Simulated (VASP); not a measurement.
Set up this calculation in VASP 6.6.1, as the native input.

- Task: relaxation of shape and atoms at fixed volume
- Functional: PBE
- Potentials or basis: VASP PAW PBE potentials, release 64 (Zn)
- Cutoff: 600 eV
- k mesh: 16 × 16 × 9
- Occupations: fermi-dirac, width 0.05 eV
- Spin: no spin polarisation
- Dipole correction: no
- Further INCAR settings: ALGO = Normal; EDIFF = 1e-06; IBRION = 2; EDIFFG = -0.005; NSW = 50; ISIF = 4

The structure of Zn lies in POSCAR:

```
Zn
1.0
    2.2494873878      0.0000000000      0.0000000000
   -1.1247436939      1.9481132233      0.0000000000
    0.0000000000      0.0000000000      4.1266283812
Zn
2
Direct
    0.3333333333      0.6666666667      0.2500000000
    0.6666666667      0.3333333333      0.7500000000
```

The input as run:

INCAR

```
PREC = Accurate ; ENCUT = 600
EDIFF = 1E-6 ; ISMEAR = -1
SIGMA = 0.05 ; LREAL = False
LASPH = True ; NELM = 100
ALGO = Normal ; ISIF = 4
LWAVE = False ; LCHARG = False
GGA = PE ; IBRION = 2
NSW = 50 ; EDIFFG = -0.005
```

KPOINTS

```
regular mesh
0
Gamma
  16 16 9
```

Potentials or basis: VASP PAW PBE potentials, release 64 (Zn).

Run with:

```bash
$ cat potpaw_PBE.64/Zn/POTCAR > POTCAR
$ mpirun -np 1 vasp_std > vasp.out
```

It gave:

* Energy gained by relaxing: 105.6 meV/atom
* Ionic steps: 16
* Pressure after relaxing: 135.5 GPa
* Band gap on the k mesh: zero (band 12 reaches 10.22 eV, above the bottom of band 13 at 7.93 eV)

It took 7.6 min on 1 thread of AMD EPYC 7571 (shared host), peak memory 0.13 GiB.
